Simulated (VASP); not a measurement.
# Re (P-3m1) in VASP: a series of runs

Re is run at these levels: PBE; tasks: single point.

Everything below comes from runs of VASP 6.6.1. Logs are shortened: lines on timing, memory, paths and dates and some standing lists are left out, and cuts for length are marked.

**1. The cell of the first run**

Symmetry: P-3m1, No. 164, trigonal system. The conventional cell has a = 2.775 Å, b = 2.775 Å, c = 4.484 Å, α = 90.00°, β = 90.00°, γ = 120.00°. Within 3.5 Å of Re (site symmetry 3m) lie 12 Re at 2.68 to 2.84 Å.

**2. Single point, PBE (atoms displaced along a vibrational mode)**

Contents of INCAR:

```
SYSTEM = Re
  PREC = Accurate
  ENCUT = 520
  EDIFF = 1E-7
  ISMEAR = 0
  SIGMA = 0.15
  LREAL = .False.
  LASPH = .True.
  NELM = 100
  ALGO = Normal
  ISIF = 2
  LWAVE = .False.
  LCHARG = .False.
  GGA = PE
  NBANDS = 14
```

Contents of KPOINTS:

```
Automatic mesh
0
Gamma
  18 18 10
  0 0 0
```

Contents of POSCAR:

```
Re
1.0
    2.7748241524      0.0000000000      0.0000000000
   -1.3874120762      2.4030682070      0.0000000000
    0.0000000000      0.0000000000      4.4842238099
Re
2
Direct
    0.3333333333      0.6666666667      0.2391620039
    0.6666666667      0.3333333333      0.7608379961
```

Potentials or basis: VASP PAW PBE potentials, release 64 (Re).

On the command line:

```bash
cat potpaw_PBE.64/Re/POTCAR > POTCAR
mpirun -np 1 vasp_std > vasp.out
```

OUTCAR:

```text
SYSTEM = Re
   PREC = Accurate
   ENCUT = 520
   EDIFF = 1E-7
   ISMEAR = 0
   LREAL = .False.
   LASPH = .True.
   NELM = 100
   ISIF = 2
   GGA = PE

 ion  position               nearest neighbor table
   1  0.333  0.667  0.239-   2 2.68   2 2.68   2 2.68   2 2.84   2 2.84   2 2.84
   2  0.667  0.333  0.761-   1 2.68   1 2.68   1 2.68   1 2.84   1 2.84   1 2.84

  LATTYP: Found a hexagonal cell.
 ALAT       =     2.7748241524
 C/A-ratio  =     1.6160389140

  Lattice vectors:

 A1 = (   2.7748241524,   0.0000000000,   0.0000000000)
 A2 = (  -1.3874120762,   2.4030682070,   0.0000000000)
 A3 = (   0.0000000000,   0.0000000000,   4.4842238099)

Analysis of symmetry for initial positions (statically):
=====================================================================
 Subroutine PRICEL returns:
 Original cell was already a primitive cell.

 Routine SETGRP: Setting up the symmetry group for a
 hexagonal supercell.

 Subroutine GETGRP returns: Found 12 space group operations
 (whereof 12 operations were pure point group operations)
 out of a pool of 24 trial point group operations.

The static configuration has the point symmetry D_3d.

Analysis of symmetry for dynamics (positions and initial velocities):
=====================================================================
 Subroutine PRICEL returns:
 Original cell was already a primitive cell.

 Routine SETGRP: Setting up the symmetry group for a
 hexagonal supercell.

 Subroutine GETGRP returns: Found 12 space group operations
 (whereof 12 operations were pure point group operations)
 out of a pool of 24 trial point group operations.

The dynamic configuration has the point symmetry D_3d.

 Subroutine INISYM returns: Found 12 space group operations
 (whereof 12 operations are pure point group operations),
 and found     1 'primitive' translations

----------------------------------------------------------------------------------------

                                     Primitive cell

  volume of cell :      29.9012

  direct lattice vectors                    reciprocal lattice vectors
     2.774824152  0.000000000  0.000000000     0.360383197  0.208067336  0.000000000
    -1.387412076  2.403068207  0.000000000     0.000000000  0.416134672  0.000000000
     0.000000000  0.000000000  4.484223810     0.000000000  0.000000000  0.223004034

  length of vectors
     2.774824152  2.774824152  4.484223810     0.416134672  0.416134672  0.223004034

  position of ions in fractional coordinates (direct lattice)
     0.333333333  0.666666667  0.239162004
     0.666666667  0.333333333  0.760837996

  ion indices of the primitive-cell ions
   primitive index   ion index
                 1           1
                 2           2

----------------------------------------------------------------------------------------

 KPOINTS: Automatic mesh

Automatic generation of k-mesh.
 Grid dimensions read from file:
 generate k-points for:   18   18   10

 Generating k-lattice:

  Cartesian coordinates                     Fractional coordinates (reciprocal lattice)
     0.020021289  0.011559296  0.000000000     0.055555556  0.000000000  0.000000000
     0.000000000  0.023118593  0.000000000     0.000000000  0.055555556  0.000000000
     0.000000000  0.000000000  0.022300403     0.000000000  0.000000000  0.100000000

  Length of vectors
     0.023118593  0.023118593  0.022300403

  Shift w.r.t. Gamma in fractional coordinates (k-lattice)
     0.000000000  0.000000000  0.000000000

 Subroutine IBZKPT returns following result:
 ===========================================

 Found    330 irreducible k-points:

 Following reciprocal coordinates:
            Coordinates               Weight
  0.000000  0.000000  0.000000      1.000000
  0.055556  0.000000  0.000000      6.000000
  0.111111  0.000000  0.000000      6.000000
  0.166667  0.000000  0.000000      6.000000
  0.222222  0.000000  0.000000      6.000000
  0.277778  0.000000  0.000000      6.000000
[... 16 lines left out ...]
  0.333333  0.111111  0.000000     12.000000
  0.388889  0.111111  0.000000     12.000000
 [... further k-points ...]
   k-points           NKPTS =    330   k-points in BZ     NKDIM =    330   number of bands    NBANDS=     14
   number of dos      NEDOS =    301   number of ions     NIONS =      2
   total plane-waves  NPLWV =  20736
   dimension x,y,z NGX =    24 NGY =   24 NGZ =   36
   dimension x,y,z NGXF=    48 NGYF=   48 NGZF=   72
   ions per type =               2
   NGX,Y,Z   is equivalent  to a cutoff of  14.38, 14.38, 13.35 a.u.
   NGXF,Y,Z  is equivalent  to a cutoff of  28.76, 28.76, 26.69 a.u.
 SYSTEM =  Re
   PREC   = accura    normal or accurate (medium, high low for compatibility)
   ISTART =      0    job   : 0-new  1-cont  2-samecut
   ICHARG =      2    charge: 1-file 2-atom 10-const
   ISPIN  =      1    spin polarized calculation?
   LNONCOLLINEAR =      F non collinear calculations
   LSORBIT =      F    spin-orbit coupling
   LASPH  =      T    aspherical Exc in radial PAW
   ENCUT  =  520.0 eV  38.22 Ry    6.18 a.u.   5.16  5.16  8.34*2*pi/ulx,y,z
   NELM   =    100;   NELMIN=  2; NELMDL= -5     # of ELM steps
   EDIFF  = 0.1E-06   stopping-criterion for ELM
   LREAL  =      F    real-space projection
   EDIFFG = 0.1E-05   stopping-criterion for IOM
   NSW    =      0    number of steps for IOM
   IBRION =     -1    ionic relax: 0-MD 1-quasi-New 2-CG
   NFREE  =      0    steps in history (QN), initial steepest desc. (CG)
   ISIF   =      2    stress and relaxation
   ISYM   =      2    0-nonsym 1-usesym 2-fastsym
   POTIM  = 0.5000    time-step for ionic-motion
   TEBEG  =    0.0;   TEEND  =   0.0 temperature during run
   PSTRESS=    0.0 pullay stress
   NELECT =      14.0000    total number of electrons
   NUPDOWN=      -1.0000    fix difference up-down
   EMIN   =  10.00;   EMAX   =-10.00  energy-range for DOS
   EFERMI =   0.00;   METHOD = LEGACY
   ISMEAR =     0;   SIGMA  =   0.15  broadening in eV -4-tet -1-fermi 0-gaus
   EFERMI_NEDOS =   21; number of points for ismear=-14 and -15
   IALGO  =     38    algorithm
   IMIX   =      4    mixing-type and parameters
     AMIX     =   0.40;   BMIX     =  1.00
     AMIX_MAG =   1.60;   BMIX_MAG =  1.00
  volume/ion in A,a.u.               =      14.95       100.89
  Fermi-wavevector in a.u.,A,eV,Ry     =   1.271221  2.402260 21.987070  1.616004
  Thomas-Fermi vector in A             =   2.404166
   LORBIT       =      0    0 simple, 1 ext, 2 COOP (PROOUT), +10 PAW based schemes
   GGA     = PE    functional components
   LHFCALC =     F    Hartree Fock is set to
   AEXX    =    0.0000 exact exchange contribution
   IVDW    =     0    specifies the selected vdW correction
   LEPSILON=     F    determine dielectric tensor
   LRPA    =     F    only Hartree local field effects (RPA)
 non-spin polarized calculation
 Gauss-broadening in eV      SIGMA  =   0.15
  energy-cutoff  :      520.00
  volume of cell :       29.90
 maximum number of plane-waves:       817
 NGX is ok and might be reduce to    24
   NGX = 11   NGY = 11   NGZ = 17

 number of electron      14.0000000 magnetization

 Free energy of the ion-electron system (eV)
  ---------------------------------------------------
  ext. energy  EPLUGINS =         0.00000000
  ---------------------------------------------------
  free energy    TOTEN  =       -24.84556091 eV

  energy without entropy =      -24.82951306  energy(sigma->0) =      -24.83753699

 E-fermi :   7.6507     XC(G=0): -13.6346

 val. band max:        7.6505125339   @ k =  -0.0556   0.4444   0.2000
 cond. band min:       7.6591215738   @ k =   0.3333   0.3333   0.0000
 fundamental gap:      0.0086090399
 Fermi energy:         7.6506958586

 k-point     1 :       0.0000    0.0000    0.0000
  band No.  band energies     occupation
      1      -2.0622      2.00000
      2       1.1604      2.00000
      3       6.1170      2.00000
      4       6.1170      2.00000
      5       6.1331      2.00000
      6       6.8658      2.00000
      7       6.8658      2.00000
      8       7.9718      0.00247
      9       7.9718      0.00247
     10       8.3641      0.00000
     11      11.0304      0.00000
     12      11.0304      0.00000
     13      17.3001      0.00000
     14      21.7978      0.00000

 k-point     2 :       0.0556    0.0000    0.0000
  band No.  band energies     occupation
      1      -1.9374      2.00000
      2       1.2778      2.00000
      3       5.7548      2.00000
      4       6.2297      2.00000
      5       6.4501      2.00000
      6       6.7716      2.00000
      7       6.9538      2.00000
      8       7.7215      0.50430
      9       7.8951      0.02120
     10       8.0522      0.00015
     11      11.0960      0.00000
     12      11.6075      0.00000
     13      17.3066      0.00000
     14      22.0752      0.00000

 k-point     3 :       0.1111    0.0000    0.0000
  band No.  band energies     occupation
      1      -1.5733      2.00000
      2       1.6084      2.00000
      3       5.3233      2.00000
      4       6.4670      2.00000
      5       6.5622      2.00000
      6       6.7140      2.00000
      7       6.9793      2.00000
      8       7.1488      2.00000
      9       7.7673      0.27155
     10       7.8157      0.11984
     11      11.2599      0.00000
     12      12.7777      0.00000
     13      17.2958      0.00000
     14      22.8390      0.00000
[... 324 lines left out ...]
 k-point    23 :       0.3333    0.1111    0.0000
  band No.  band energies     occupation
      1       1.9723      2.00000
      2       2.4619      2.00000
      3       2.9528      2.00000
      4       5.0093      2.00000
      5       5.6759      2.00000
      6       6.5421      2.00000
      7       6.7941      2.00000
      8       9.9282      0.00000
      9      10.9037      0.00000
     10      11.7144      0.00000
     11      12.2335      0.00000
     12      17.0221      0.00000
     13      17.6461      0.00000
     14      19.5112      0.00000

 k-point    24 :       0.3889    0.1111    0.0000
  band No.  band energies     occupation
      1       2.1777      2.00000
      2       2.3073      2.00000
      3       2.6985      2.00000
      4       5.4027      2.00000
      5       5.6682      2.00000
      6       6.3493      2.00000
      7       7.0998      2.00000
      8      10.8338      0.00000
      9      11.3803      0.00000
     10      11.7242      0.00000
     11      13.2027      0.00000
     12      15.9308      0.00000
     13      17.6400      0.00000
     14      18.7534      0.00000

 [... further k-points ...]

------------------------ aborting loop because EDIFF is reached ----------------------------------------

  FORCE on cell =-STRESS in cart. coord.  units (eV):
  Direction    XX          YY          ZZ          XY          YZ          ZX
  --------------------------------------------------------------------------------------
  -------------------------------------------------------------------------------------
  Total        0.1271712      0.1271712      0.2434355      0.0000000     -0.0000000      0.0000000
  in kB        6.8141331      6.8141331     13.0438460      0.0000000     -0.0000000      0.0000000
  external PRESSURE =       8.8907041 kB  Pullay stress =       0.0000000 kB

 VOLUME and BASIS-vectors are now :
 -----------------------------------------------------------------------------
  energy-cutoff  :      520.00
  volume of cell :       29.90
      direct lattice vectors                 reciprocal lattice vectors
     2.774824152  0.000000000  0.000000000     0.360383197  0.208067336  0.000000000
    -1.387412076  2.403068207  0.000000000     0.000000000  0.416134672  0.000000000
     0.000000000  0.000000000  4.484223810     0.000000000  0.000000000  0.223004034

 POSITION                                       TOTAL-FORCE (eV/Angst)
 -----------------------------------------------------------------------------------
     -0.00000      1.60205      1.07246        -0.000000      0.000000      0.395388
      1.38741      0.80102      3.41177         0.000000      0.000000     -0.395388
 -----------------------------------------------------------------------------------
    total drift:                                0.000000     -0.000000     -0.000000

  FREE ENERGIE OF THE ION-ELECTRON SYSTEM (eV)
  ---------------------------------------------------
  free  energy   TOTEN  =       -24.8455609129 eV

  energy  without entropy=      -24.8295130647  energy(sigma->0) =      -24.83753699
```

Wall time 3.5 min (1 thread of Oxide Virtual Turin-like, shared host); peak memory 0.21 GiB.

What came out:

```
Free energy            : -24.8456 eV
Pressure               : 0.9 GPa
Largest force          : 0.395 eV/Å
Band gap on the k mesh : zero (bands 7 and 8 overlap by 3.08 eV)
```

Forces in eV/Å, atoms in the order of the input:
```
Re   0.000  0.000  0.395
Re   0.000  0.000 -0.395
```

Caveat: the cell differs from its parent crystal (atoms displaced along a vibrational mode); spin-orbit coupling is left out, which moves the levels of the heavy elements.

**3. Single point, PBE (atoms displaced along a vibrational mode, the cell strained)**

Contents of INCAR:

```
PREC = Accurate
ENCUT = 520
EDIFF = 1E-6
ISMEAR = 0
SIGMA = 0.15
LREAL = False
LASPH = True
NELM = 80
ALGO = Normal
ISIF = 2
LWAVE = False
LCHARG = False
GGA = PE
NBANDS = 14
```

Contents of KPOINTS:

```
regular mesh
0
Gamma
  18 18 10
```

Contents of POSCAR:

```
Re
1.0
    2.8117293136      0.0000000000      0.0000000000
   -1.4058646568      2.4350290142      0.0000000000
    0.0000000000      0.0000000000      4.4842238099
Re
2
Direct
    0.3333333333      0.6666666667      0.2391620039
    0.6666666667      0.3333333333      0.7608379961
```

Potentials or basis: VASP PAW PBE potentials, release 64 (Re).

On the command line:

```bash
cat potpaw_PBE.64/Re/POTCAR > POTCAR
mpirun -np 1 vasp_std > vasp.out
```

OUTCAR:

```text
PREC = Accurate
   ENCUT = 520
   EDIFF = 1E-6
   ISMEAR = 0
   LREAL = False
   LASPH = True
   NELM = 80
   ISIF = 2
   GGA = PE

 ion  position               nearest neighbor table
   1  0.333  0.667  0.239-   2 2.69   2 2.69   2 2.69   2 2.85   2 2.85   2 2.85
   2  0.667  0.333  0.761-   1 2.69   1 2.69   1 2.69   1 2.85   1 2.85   1 2.85

  LATTYP: Found a hexagonal cell.
 ALAT       =     2.8117293136
 C/A-ratio  =     1.5948277056

  Lattice vectors:

 A1 = (   2.8117293136,   0.0000000000,   0.0000000000)
 A2 = (  -1.4058646568,   2.4350290142,   0.0000000000)
 A3 = (   0.0000000000,   0.0000000000,   4.4842238099)

Analysis of symmetry for initial positions (statically):
=====================================================================
 Subroutine PRICEL returns:
 Original cell was already a primitive cell.

 Routine SETGRP: Setting up the symmetry group for a
 hexagonal supercell.

 Subroutine GETGRP returns: Found 12 space group operations
 (whereof 12 operations were pure point group operations)
 out of a pool of 24 trial point group operations.

[... 176 lines left out ...]
      5       6.0275      2.00000
      6       6.5743      2.00000
      7       6.5743      2.00000
      8       7.5532      0.02758
      9       7.5532      0.02758
     10       8.1435      0.00000
     11      10.5883      0.00000
     12      10.5883      0.00000
     13      16.8065      0.00000
     14      21.3711      0.00000
[... 377 lines left out ...]
      1       2.0038      2.00000
      2       2.1515      2.00000
      3       2.5735      2.00000
      4       5.0767      2.00000
      5       5.3642      2.00000
      6       6.1390      2.00000
      7       6.8754      1.99997
      8      10.4138      0.00000
      9      10.8694      0.00000
     10      11.3375      0.00000
     11      12.5860      0.00000
     12      15.2067      0.00000
     13      17.0964      0.00000
     14      18.0929      0.00000

 [... further k-points ...]

------------------------ aborting loop because EDIFF is reached ----------------------------------------

  FORCE on cell =-STRESS in cart. coord.  units (eV):
  Direction    XX          YY          ZZ          XY          YZ          ZX
  --------------------------------------------------------------------------------------
  -------------------------------------------------------------------------------------
  Total       -1.9667272     -1.9667272     -0.8569621      0.0000000      0.0000000      0.0000000
  in kB     -102.6336489   -102.6336489    -44.7205625      0.0000000      0.0000000      0.0000000
  external PRESSURE =     -83.3292868 kB  Pullay stress =       0.0000000 kB

 VOLUME and BASIS-vectors are now :
 -----------------------------------------------------------------------------
  energy-cutoff  :      520.00
  volume of cell :       30.70
      direct lattice vectors                 reciprocal lattice vectors
     2.811729314  0.000000000  0.000000000     0.355653012  0.205336362  0.000000000
    -1.405864657  2.435029014  0.000000000     0.000000000  0.410672725  0.000000000
     0.000000000  0.000000000  4.484223810     0.000000000  0.000000000  0.223004034

 POSITION                                       TOTAL-FORCE (eV/Angst)
 -----------------------------------------------------------------------------------
     -0.00000      1.62335      1.07246        -0.000000      0.000000      0.292008
      1.40586      0.81168      3.41177         0.000000     -0.000000     -0.292008
 -----------------------------------------------------------------------------------
    total drift:                                0.000000     -0.000000     -0.000000

  FREE ENERGIE OF THE ION-ELECTRON SYSTEM (eV)
  ---------------------------------------------------
  free  energy   TOTEN  =       -24.8214112397 eV

  energy  without entropy=      -24.8040651197  energy(sigma->0) =      -24.81273818
```

OSZICAR:

```text
N       E                     dE             d eps       ncg     rms          rms(c)
DAV:   1     0.201480039049E+02    0.20148E+02   -0.67531E+03 18448   0.123E+03
DAV:   2    -0.252064974461E+02   -0.45355E+02   -0.39954E+02 15142   0.275E+02
DAV:   3    -0.262739235872E+02   -0.10674E+01   -0.10406E+01 14388   0.439E+01
DAV:   4    -0.262846389208E+02   -0.10715E-01   -0.10704E-01 14454   0.313E+00
DAV:   5    -0.262848583220E+02   -0.21940E-03   -0.21937E-03 14324   0.785E-01    0.397E+01
DAV:   6    -0.251813928327E+02    0.11035E+01   -0.93948E-01 16052   0.268E+01    0.153E+01
DAV:   7    -0.248357374835E+02    0.34566E+00   -0.57898E-01 16216   0.206E+01    0.799E-01
DAV:   8    -0.248222022926E+02    0.13535E-01   -0.97806E-03 17324   0.129E+00    0.273E-01
DAV:   9    -0.248213874506E+02    0.81484E-03   -0.60571E-04 16846   0.299E-01    0.324E-02
DAV:  10    -0.248214036214E+02   -0.16171E-04   -0.18208E-05 14930   0.388E-02    0.181E-02
DAV:  11    -0.248214113759E+02   -0.77545E-05   -0.66828E-06 14526   0.321E-02    0.534E-03
DAV:  12    -0.248214112397E+02    0.13619E-06   -0.19747E-07  7098   0.110E-02
   1 F= -.24821411E+02 E0= -.24812738E+02  d E =-.173461E-01
```

It took 2.9 min on 1 thread of Oxide Virtual Turin-like, shared host; peak memory 0.22 GiB.

Results:

| Item | Value |
| --- | --- |
| Free energy | -24.8214 eV |
| Pressure | -8.3 GPa |
| Largest force | 0.292 eV/Å |
| Band gap on the k mesh | zero (bands 7 and 8 overlap by 3.00 eV) |

Forces on the atoms (eV/Å):
```
Re   0.000  0.000  0.292
Re   0.000  0.000 -0.292
```

Stress tensor (GPa, compression positive):
```
-10.26   0.00   0.00
  0.00 -10.26   0.00
  0.00   0.00  -4.47
```

Levels at points of the mesh, in eV from the Fermi level:
| k point | band 4 | band 5 | band 6 | band 7 | band 8 | band 9 | band 10 | band 11 |
| --- | --- | --- | --- | --- | --- | --- | --- | --- |
| (0.00, 0.00, 0.00) | -1.48 | -1.29 | -0.75 | -0.75 | 0.23 | 0.23 | 0.82 | 3.27 |
| (0.50, 0.00, 0.00) | -1.88 | -1.70 | -1.15 | -0.40 | 3.65 | 4.10 | 4.34 | 5.72 |
| (0.00, 0.00, 0.50) | -1.66 | -1.66 | -1.62 | -1.60 | -1.60 | 2.26 | 2.26 | 2.71 |
| (0.50, 0.00, 0.50) | -3.46 | -0.05 | 0.82 | 0.88 | 0.92 | 3.89 | 4.06 | 4.23 |

Caveat: the cell differs from its parent crystal (atoms displaced along a vibrational mode, the cell strained); the stress differs along the axes, from -10 to -4 GPa; spin-orbit coupling is left out, which moves the levels of the heavy elements.
